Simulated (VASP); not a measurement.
Write the native input for VASP 6.6.1 that does the following.

| Property | Result |
| --- | --- |
| Task | single point |
| Functional | PBE |
| Potentials or basis | VASP PAW PBE potentials, release 64 (Hf_pv, O) |
| Cutoff | 520 eV |
| k mesh | 2 × 2 × 2 |
| Occupations | gaussian, width 0.01 eV |
| Spin | no spin polarisation |
| Dipole correction | no |
| Further INCAR settings | LREAL = Auto; ALGO = Normal; EDIFF = 1e-07; NBANDS = 106; ISYM = 0 |

The structure of HfO2 lies in POSCAR:

```
HfO2
1.0
    7.2086095570      0.0000000000      0.0000000000
    0.0000000000     -7.2086095570      0.0000000000
   -3.6043047785      3.6043047785     -5.2639672250
Hf O
8 16
Direct
    0.0000000000      0.0000000000      0.5000000000
    0.0000000000      0.5000000000      0.5000000000
    0.5000000000      0.0000000000      0.5000000000
    0.5000000000      0.5000000000      0.5000000000
    0.0000000000      0.5000000000      0.0000000000
    0.0000000000      0.0000000000      0.0000000000
    0.5000000000      0.5000000000      0.0000000000
    0.5000000000      0.0000000000      0.0000000000
    0.6533739513      0.9033739513      0.3067479027
    0.6533739513      0.4033739513      0.3067479027
    0.1533739513      0.9033739513      0.3067479027
    0.1533739513      0.4033739513      0.3067479027
    0.8466260487      0.0966260487      0.1932520973
    0.8466260487      0.5966260487      0.1932520973
    0.3466260487      0.0966260487      0.1932520973
    0.3466260487      0.5966260487      0.1932520973
    0.0966260487      0.3466260487      0.6932520973
    0.0966260487      0.8466260487      0.6932520973
    0.5966260487      0.3466260487      0.6932520973
    0.5966260487      0.8466260487      0.6932520973
    0.9033739513      0.1533739513      0.8067479027
    0.9033739513      0.6533739513      0.8067479027
    0.4033739513      0.1533739513      0.8067479027
    0.4033739513      0.6533739513      0.8067479027
```

The input as run:

INCAR

```
ALGO = Normal
EDIFF = 1E-7
ENCUT = 520
GGA = PE
ISIF = 2
ISMEAR = 0
ISYM = 0
LASPH = T
LCHARG = F
LREAL = Auto
LWAVE = F
NBANDS = 106
NELM = 60
PREC = Accurate
SIGMA = 0.01
```

KPOINTS

```
k-points
0
Gamma
  2 2 2
```

Potentials or basis: VASP PAW PBE potentials, release 64 (Hf_pv, O).

Command:

```bash
$ cat potpaw_PBE.64/Hf_pv/POTCAR potpaw_PBE.64/O/POTCAR > POTCAR
$ mpirun -np 1 vasp_std > vasp.out
```

It gave:

* Pressure: -3.1 GPa
* Largest force: 0.048 eV/Å
* Band gap on the k mesh: 4.65 eV

Caveat: the k points lie up to 0.53 Å⁻¹ apart; spin-orbit coupling is left out, which moves the levels of the heavy elements.

Run time: 8.2 min on 1 thread of AMD EPYC 7R13 Processor (Zen 3), with other jobs on the host, peak memory 0.43 GiB.
